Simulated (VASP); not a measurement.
Input of a VASP 6.6.1 run:

File POSCAR:

```
Ti
1.0
    2.6282275588      0.0000000000      0.0000000000
    0.0000000000      2.6282275588      0.0000000000
    0.0000000000      0.0000000000      2.6282275588
Ti
1
Direct
    0.0000000000      0.0000000000      0.0000000000
```

The input INCAR.step1:

```
SYSTEM = Ti
PREC = Accurate ; ENCUT = 520
ISMEAR = -1 ; SIGMA = 0.1
LREAL = .FALSE. ; LASPH = .TRUE.
NELM = 100 ; NBANDS = 12
GGA = PE ; ALGO = Normal
EDIFF = 1E-4 ; LWAVE = .TRUE.
LCHARG = .FALSE.
```

Contents of INCAR.step2:

```
SYSTEM = Ti
PREC = Accurate ; ENCUT = 520
EDIFF = 1E-6 ; ISMEAR = -1
SIGMA = 0.1 ; LREAL = .FALSE.
LASPH = .TRUE. ; NELM = 100
ALGO = Normal ; ISIF = 2
LWAVE = .FALSE. ; LCHARG = .TRUE.
METAGGA = R2SCAN ; LMIXTAU = .TRUE.
LELF = .TRUE. ; LVHAR = .TRUE.
NBANDS = 12 ; ISTART = 1
```

File KPOINTS:

```
regular mesh
0
G
  18 18 18
  0 0 0
```

Potentials or basis: VASP PAW PBE potentials, release 64 (Ti_sv).

Command:

```sh
$ cat potpaw_PBE.64/Ti_sv/POTCAR > POTCAR
$ cp INCAR.step1 INCAR
$ mpirun -np 1 vasp_std > vasp.out
$ cp INCAR.step2 INCAR
$ mpirun -np 1 vasp_std > vasp.out
```

(1) Estimate the pressure.

(2) Predict the band gap on the k mesh.

Answers

(1) 0.4 GPa.

(2) zero (bands 6 and 7 overlap by 2.36 eV).

Caveat: the PAW data sets were made with another functional, which shifts forces and pressure a little.
